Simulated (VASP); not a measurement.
# Cl (Cmce) in VASP: a series of runs, part 2 of 2

VASP 6.6.1. Earlier steps stand in the parts before.

### 3 Single point, PBE

This run uses another cell than the first one, of 29.63 Å³/atom, 1.020 times its volume.

Contents of INCAR:

```
PREC = Accurate
ENCUT = 520
EDIFF = 1E-6
ISMEAR = -1
SIGMA = 0.05
LREAL = F
LASPH = T
NELM = 80
ALGO = Normal
ISIF = 2
LWAVE = F
LCHARG = T
GGA = PE
LELF = T
LVHAR = T
NBANDS = 22
```

Contents of KPOINTS:

```
Automatic mesh
0
Gamma
  7 7 4
```

Contents of POSCAR:

```
Cl
1.0
    3.1658284216     -2.2649010965      0.0000000000
    3.1658284216      2.2649010965      0.0000000000
    0.0000000000      0.0000000000      8.2643724455
Cl
4
Direct
    0.3700000000      0.6300000000      0.4000000000
    0.1300000000      0.8700000000      0.9000000000
    0.6300000000      0.3700000000      0.6000000000
    0.8700000000      0.1300000000      0.1000000000
```

Potentials or basis: VASP PAW PBE potentials, release 64 (Cl).

On the command line:

```
> cat potpaw_PBE.64/Cl/POTCAR > POTCAR
> mpirun -np 1 vasp_std > vasp.out
```

OUTCAR:

```text
PREC = Accurate
   ENCUT = 520
   EDIFF = 1E-6
   ISMEAR = -1
   LREAL = F
   LASPH = T
   NELM = 80
   ISIF = 2
   GGA = PE

 ion  position               nearest neighbor table
   1  0.370  0.630  0.400-   3 2.03
   2  0.130  0.870  0.900-   4 2.03
   3  0.630  0.370  0.600-   1 2.03
   4  0.870  0.130  0.100-   2 2.03

  LATTYP: Found a base centered orthorhombic cell.
 ALAT       =     4.5298021930
 B/A-ratio  =     1.3977777778
 C/A-ratio  =     1.8244444445

  Lattice vectors:

 A1 = (  -3.1658284216,  -2.2649010965,   0.0000000000)
 A2 = (   3.1658284216,  -2.2649010965,   0.0000000000)
 A3 = (   0.0000000000,   0.0000000000,   8.2643724455)

Analysis of symmetry for initial positions (statically):
=====================================================================
 Subroutine PRICEL returns:
 Original cell was already a primitive cell.

 Routine SETGRP: Setting up the symmetry group for a
 base centered orthorhombic supercell.

 Subroutine GETGRP returns: Found  8 space group operations
 (whereof  4 operations were pure point group operations)
 out of a pool of  8 trial point group operations.

The static configuration has the point symmetry C_2h.
 The point group associated with its full space group is D_2h.

Analysis of symmetry for dynamics (positions and initial velocities):
=====================================================================
 Subroutine PRICEL returns:
 Original cell was already a primitive cell.

 Routine SETGRP: Setting up the symmetry group for a
 base centered orthorhombic supercell.

 Subroutine GETGRP returns: Found  8 space group operations
 (whereof  4 operations were pure point group operations)
 out of a pool of  8 trial point group operations.

The dynamic configuration has the point symmetry C_2h.
 The point group associated with its full space group is D_2h.

 Subroutine INISYM returns: Found  8 space group operations
 (whereof  4 operations are pure point group operations),
 and found     1 'primitive' translations
[... 117 lines left out ...]
   IMIX   =      4    mixing-type and parameters
     AMIX     =   0.40;   BMIX     =  1.00
     AMIX_MAG =   1.60;   BMIX_MAG =  1.00
  volume/ion in A,a.u.               =      29.63       199.95
  Fermi-wavevector in a.u.,A,eV,Ry     =   1.012050  1.912497 13.935705  1.024245
  Thomas-Fermi vector in A             =   2.145136
   LORBIT       =      0    0 simple, 1 ext, 2 COOP (PROOUT), +10 PAW based schemes
   GGA     = PE    functional components
   LHFCALC =     F    Hartree Fock is set to
   AEXX    =    0.0000 exact exchange contribution
   IVDW    =     0    specifies the selected vdW correction
   LEPSILON=     F    determine dielectric tensor
   LRPA    =     F    only Hartree local field effects (RPA)
 non-spin polarized calculation
  energy-cutoff  :      520.00
  volume of cell :      118.52
 maximum number of plane-waves:      3208
 NGX is ok and might be reduce to    30
   NGX = 15   NGY = 15   NGZ = 31

 number of electron      27.9999999 magnetization

 Free energy of the ion-electron system (eV)
  ---------------------------------------------------
  ext. energy  EPLUGINS =         0.00000000
  ---------------------------------------------------
  free energy    TOTEN  =        -7.31427598 eV

  energy without entropy =       -7.31427598  energy(sigma->0) =       -7.31427598

 E-fermi :   0.3311     XC(G=0):  -7.6516

 val. band max:       -0.7896795721   @ k =  -0.4286   0.4286   0.0000
 cond. band min:       1.6779644959   @ k =   0.0000   0.0000   0.0000
 fundamental gap:      2.4676440680
 Fermi energy:         0.3311132226

 k-point     1 :       0.0000    0.0000    0.0000
  band No.  band energies     occupation
      1     -17.2358      2.00000
      2     -17.0403      2.00000
      3     -13.3701      2.00000
      4     -12.8645      2.00000
      5      -5.9801      2.00000
      6      -5.2220      2.00000
[... 589 lines left out ...]
     21       9.7388      0.00000
     22      10.0623      0.00000

 [... further k-points ...]

------------------------ aborting loop because EDIFF is reached ----------------------------------------

  FORCE on cell =-STRESS in cart. coord.  units (eV):
  Direction    XX          YY          ZZ          XY          YZ          ZX
  --------------------------------------------------------------------------------------
  -------------------------------------------------------------------------------------
  Total        0.7901533     -0.3316482     -0.9927450      0.0000000     -0.0000000      0.0000000
  in kB       10.6818254     -4.4834445    -13.4205952      0.0000000     -0.0000000      0.0000000
  external PRESSURE =      -2.4074048 kB  Pullay stress =       0.0000000 kB

 VOLUME and BASIS-vectors are now :
 -----------------------------------------------------------------------------
  energy-cutoff  :      520.00
  volume of cell :      118.52
      direct lattice vectors                 reciprocal lattice vectors
     3.165828422 -2.264901097  0.000000000     0.157936544 -0.220760192  0.000000000
     3.165828422  2.264901097  0.000000000     0.157936544  0.220760192  0.000000000
     0.000000000  0.000000000  8.264372445     0.000000000  0.000000000  0.121001323

 POSITION                                       TOTAL-FORCE (eV/Angst)
 -----------------------------------------------------------------------------------
      3.16583      0.58887      3.30575         0.000000     -0.283274      0.243352
      3.16583      1.67603      7.43794         0.000000      0.283274      0.243352
      3.16583     -0.58887      4.95862         0.000000      0.283274     -0.243352
      3.16583     -1.67603      0.82644         0.000000     -0.283274     -0.243352
 -----------------------------------------------------------------------------------
    total drift:                                0.000000     -0.000000     -0.000000

  FREE ENERGIE OF THE ION-ELECTRON SYSTEM (eV)
  ---------------------------------------------------
  free  energy   TOTEN  =        -7.3142759791 eV

  energy  without entropy=       -7.3142759790  energy(sigma->0) =       -7.31427598
```

stdout:

```text
POSCAR found type information on POSCAR Cl
 POSCAR found :  1 types and       4 ions
 scaLAPACK will be used
 LDA part: xc-table for (Slater+PW92), standard interpolation
 POSCAR, INCAR and KPOINTS ok, starting setup
 FFT: planning ... GRIDC
 FFT: planning ... GRID_SOFT
 FFT: planning ... GRID
 WAVECAR not read
 entering main loop
```

Run time: 85 s. Hardware: 1 thread of Intel Xeon Platinum 8259CL at 2.50GHz (Skylake/Cascade Lake), shared host; peak memory 0.26 GiB.

Results:

* Free energy: -7.3143 eV
* Pressure: -0.2 GPa
* Largest force: 0.373 eV/Å
* Band gap on the k mesh: 2.47 eV, indirect (least direct gap 2.52 eV)

Forces in eV/Å, atoms in the order of the input:
```
Cl   0.000 -0.283  0.243
Cl   0.000  0.283  0.243
Cl   0.000  0.283 -0.243
Cl   0.000 -0.283 -0.243
```

Stress tensor (GPa, compression positive):
```
 1.07  0.00  0.00
 0.00 -0.45  0.00
 0.00  0.00 -1.34
```

A k mesh can miss the band edges. As with any semilocal functional, this PBE gap is likely too small.

### 4 Single point, PBE

This run uses another cell than the first one, of 30.21 Å³/atom, 1.040 times its volume.

Contents of INCAR:

```
ALGO = Normal
EDIFF = 1E-6
ENCUT = 520
GGA = PE
ISIF = 2
ISMEAR = -1
LASPH = True
LCHARG = False
LREAL = False
LWAVE = False
NBANDS = 22
NELM = 60
PREC = Accurate
SIGMA = 0.05
```

Contents of KPOINTS:

```
k-points
0
Gamma
  7 7 4
```

Contents of POSCAR:

```
Cl
1.0
    3.1863863250     -2.2796086586      0.0000000000
    3.1863863250      2.2796086586      0.0000000000
    0.0000000000      0.0000000000      8.3180387054
Cl
4
Direct
    0.3700000000      0.6300000000      0.4000000000
    0.1300000000      0.8700000000      0.9000000000
    0.6300000000      0.3700000000      0.6000000000
    0.8700000000      0.1300000000      0.1000000000
```

On the command line:

```
> cat potpaw_PBE.64/Cl/POTCAR > POTCAR
> mpirun -np 1 vasp_std > vasp.out
```

Run time: 79 s. Hardware: 1 thread of Intel Xeon Platinum 8259CL at 2.50GHz (Skylake/Cascade Lake), shared host; peak memory 0.26 GiB.

The run converged. Its results:

* Free energy: -7.3082 eV
* Pressure: -0.7 GPa
* Largest force: 0.567 eV/Å
* Band gap on the k mesh: 2.40 eV, indirect (least direct gap 2.45 eV)

Forces on the atoms (eV/Å):
```
Cl   0.000 -0.398  0.404
Cl   0.000  0.398  0.404
Cl   0.000  0.398 -0.404
Cl   0.000 -0.398 -0.404
```

Stress tensor (GPa, compression positive):
```
 0.95  0.00  0.00
 0.00 -0.92  0.00
 0.00  0.00 -2.17
```

Levels at points of the mesh, in eV from the valence-band top:
```csv
k point,band 12,band 13,band 14,band 15,band 16,band 17
"(0.00, 0.00, 0.00)",-0.37,-0.13,-0.05,2.40,2.94,6.90
"(0.00, 0.00, 0.50)",-0.59,-0.09,-0.09,2.60,2.60,7.48
```

A k mesh can miss the band edges. Expect the measured gap to be larger: semilocal functionals such as PBE lack the derivative discontinuity.

### 5 Single point, LDA

Contents of INCAR:

```
PREC     = Accurate       # precision mode
ENCUT    = 520            # plane-wave cutoff, eV
EDIFF    = 1E-6           # SCF threshold, eV
ISMEAR   = -1             # smearing method
SIGMA    = 0.05           # smearing width, eV
LREAL    = False          # projectors in reciprocal space
LASPH    = True           # aspherical terms in the spheres
NELM     = 80             # most SCF steps
ALGO     = Normal         # electronic algorithm
ISIF     = 2              # what is computed and relaxed
LWAVE    = False          # write WAVECAR
LCHARG   = False          # write CHGCAR
GGA      = CA             # functional
NBANDS   = 22             # bands
```

Contents of KPOINTS:

```
regular mesh
0
Gamma
  7 7 4
```

Contents of POSCAR:

```
Cl
1.0
    3.1450000000     -2.2500000000      0.0000000000
    3.1450000000      2.2500000000      0.0000000000
    0.0000000000      0.0000000000      8.2100000000
Cl
4
Direct
    0.3700000000      0.6300000000      0.4000000000
    0.1300000000      0.8700000000      0.9000000000
    0.6300000000      0.3700000000      0.6000000000
    0.8700000000      0.1300000000      0.1000000000
```

Potentials or basis: VASP PAW LDA potentials, release 64 (Cl).

On the command line:

```
> cat potpaw_LDA.64/Cl/POTCAR > POTCAR
> mpirun -np 1 vasp_std > vasp.out
```

OUTCAR:

```text
PREC = Accurate
   ENCUT = 520
   EDIFF = 1E-6
   ISMEAR = -1
   LREAL = False
   LASPH = True
   NELM = 80
   ISIF = 2
   GGA = CA

 ion  position               nearest neighbor table
   1  0.370  0.630  0.400-   3 2.02
   2  0.130  0.870  0.900-   4 2.02
   3  0.630  0.370  0.600-   1 2.02
   4  0.870  0.130  0.100-   2 2.02

  LATTYP: Found a base centered orthorhombic cell.
 ALAT       =     4.5000000000
 B/A-ratio  =     1.3977777778
 C/A-ratio  =     1.8244444444
[... 797 lines left out ...]

  FORCE on cell =-STRESS in cart. coord.  units (eV):
  Direction    XX          YY          ZZ          XY          YZ          ZX
  --------------------------------------------------------------------------------------
  -------------------------------------------------------------------------------------
  Total       -0.9151185     -2.2036446     -2.7752820      0.0000000     -0.0000000      0.0000000
  in kB      -12.6186126    -30.3861592    -38.2684942      0.0000000     -0.0000000      0.0000000
  external PRESSURE =     -27.0910887 kB  Pullay stress =       0.0000000 kB

 VOLUME and BASIS-vectors are now :
 -----------------------------------------------------------------------------
  energy-cutoff  :      520.00
  volume of cell :      116.19
      direct lattice vectors                 reciprocal lattice vectors
     3.145000000 -2.250000000  0.000000000     0.158982512 -0.222222222  0.000000000
     3.145000000  2.250000000  0.000000000     0.158982512  0.222222222  0.000000000
     0.000000000  0.000000000  8.210000000     0.000000000  0.000000000  0.121802680

 POSITION                                       TOTAL-FORCE (eV/Angst)
 -----------------------------------------------------------------------------------
      3.14500      0.58500      3.28400         0.000000     -0.257660      0.183242
      3.14500      1.66500      7.38900         0.000000      0.257660      0.183242
      3.14500     -0.58500      4.92600         0.000000      0.257660     -0.183242
      3.14500     -1.66500      0.82100         0.000000     -0.257660     -0.183242
 -----------------------------------------------------------------------------------
    total drift:                                0.000000     -0.000000      0.000000

  FREE ENERGIE OF THE ION-ELECTRON SYSTEM (eV)
  ---------------------------------------------------
  free  energy   TOTEN  =        -8.8043398179 eV

  energy  without entropy=       -8.8043398178  energy(sigma->0) =       -8.80433982
```

OSZICAR:

```text
N       E                     dE             d eps       ncg     rms          rms(c)
DAV:   1     0.173705483470E+03    0.17371E+03   -0.12024E+04  2112   0.108E+03
DAV:   2     0.345608717333E+01   -0.17025E+03   -0.16428E+03  3004   0.197E+02
DAV:   3    -0.920489937634E+01   -0.12661E+02   -0.12606E+02  2730   0.610E+01
DAV:   4    -0.936379457066E+01   -0.15890E+00   -0.15883E+00  2820   0.823E+00
DAV:   5    -0.936632793604E+01   -0.25334E-02   -0.25332E-02  2754   0.102E+00    0.154E+01
DAV:   6    -0.895882199681E+01    0.40751E+00   -0.24649E-01  2646   0.278E+00    0.100E+01
DAV:   7    -0.881633116527E+01    0.14249E+00   -0.55380E-01  2570   0.399E+00    0.877E-01
DAV:   8    -0.880421339428E+01    0.12118E-01   -0.67425E-02  2442   0.154E+00    0.382E-01
DAV:   9    -0.880432791844E+01   -0.11452E-03   -0.18754E-03  2610   0.256E-01    0.863E-02
DAV:  10    -0.880434115906E+01   -0.13241E-04   -0.11204E-04  2996   0.633E-02    0.493E-02
DAV:  11    -0.880434064580E+01    0.51326E-06   -0.33778E-05  2574   0.326E-02    0.116E-02
DAV:  12    -0.880433981788E+01    0.82792E-06   -0.30615E-06  2544   0.115E-02
   1 F= -.88043398E+01 E0= -.88043398E+01  d E =-.458294E-10
```

Run time: 81 s. Hardware: 1 thread of Intel Xeon Platinum 8488C (Sapphire Rapids), shared host; peak memory 0.23 GiB.

What came out:

| Item | Value |
| --- | --- |
| Free energy | -8.8043 eV |
| Pressure | -2.7 GPa |
| Largest force | 0.316 eV/Å |
| Band gap on the k mesh | 2.36 eV, indirect (least direct gap 2.42 eV) |

Forces on the atoms (eV/Å):
```
Cl   0.000 -0.258  0.183
Cl   0.000  0.258  0.183
Cl   0.000  0.258 -0.183
Cl   0.000 -0.258 -0.183
```

### 6 The runs side by side

```tsv
level	potentials or basis	cell	gap on the mesh (eV)	pressure (GPa)	largest force (eV/Å)
PBE	VASP PAW PBE potentials, release 64 (Cl)	a = 3.867, b = 3.867, c = 8.210 Å, angles 90.0, 90.0, 71.2°, 4 atoms	2.54	0.3	0.17
PBE	VASP PAW PBE potentials, release 64 (Cl)	a = 3.893, b = 3.893, c = 8.264 Å, angles 90.0, 90.0, 71.2°, 4 atoms	2.47	-0.2	0.37
PBE	VASP PAW PBE potentials, release 64 (Cl)	a = 3.918, b = 3.918, c = 8.318 Å, angles 90.0, 90.0, 71.2°, 4 atoms	2.40	-0.7	0.57
LDA	VASP PAW LDA potentials, release 64 (Cl)	a = 3.867, b = 3.867, c = 8.210 Å, angles 90.0, 90.0, 71.2°, 4 atoms	2.36	-2.7	0.32
```

Alike in all rows: task single point; no spin polarisation; k mesh 7 × 7 × 4; cutoff (eV) 520; smearing fermi-dirac 0.05 eV.

Absolute energies hang on the potentials; compare differences alone.
